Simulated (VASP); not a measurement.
Crystal: Ge.

```
CELL_PARAMETERS angstrom
-2.60330 2.60330 1.42324
2.60330 -2.60330 1.42324
2.60330 2.60330 -1.42324
ATOMIC_POSITIONS crystal
Ge 0.25000 0.75000 0.50000
Ge 0.50000 0.50000 0.00000
```

| Item | Value |
| --- | --- |
| Program | VASP 6.6.1 |
| Task | relaxation of cell and atoms |
| Functional | LDA |
| Potentials or basis | VASP PAW LDA potentials, release 64 (Ge_d) |
| Cutoff | 600 eV |
| k mesh | 16 × 16 × 16 |
| Occupations | gaussian, width 0.1 eV |
| Spin | no spin polarisation |

At the start: pressure -5.2 GPa; volume 19.29 Å³/atom.

Problem. How do energy, volume and symmetry change on relaxing?

Solution. Over 13 steps the energy falls by 23.1 meV/atom and the volume is 17.94 Å³/atom (-7.0 %); space group I4_1/amd (No. 141, to 0.05 Å).

Step by step:
```tsv
step	energy change (eV)	largest force (eV/Å)	pressure (GPa)	volume (Å³)
1	0.0000	0.0000	-5.24	38.58
2	-0.0420	0.0000	1.56	35.16
3	-0.0460	0.0000	0.13	35.88
4	-0.0460	0.0000	-0.20	35.94
5	-0.0461	0.0000	-0.19	35.93
6	-0.0461	0.0000	-0.21	35.92
7	-0.0461	0.0000	0.26	35.83
8	-0.0461	0.0000	-0.07	35.88
9	-0.0461	0.0000	-0.06	35.87
10	-0.0461	0.0000	0.12	35.85
11	-0.0461	0.0000	0.18	35.86
12	-0.0461	0.0000	0.02	35.87
13	-0.0461	0.0000	0.03	35.88
```

Final structure:
```
Ge
1.0
    -2.54396    2.54396    1.38587
     2.54396   -2.54396    1.38587
     2.54396    2.54396   -1.38587
Ge
2
Direct
  0.25000 0.75000 0.50000
  0.50000 0.50000 0.00000
```
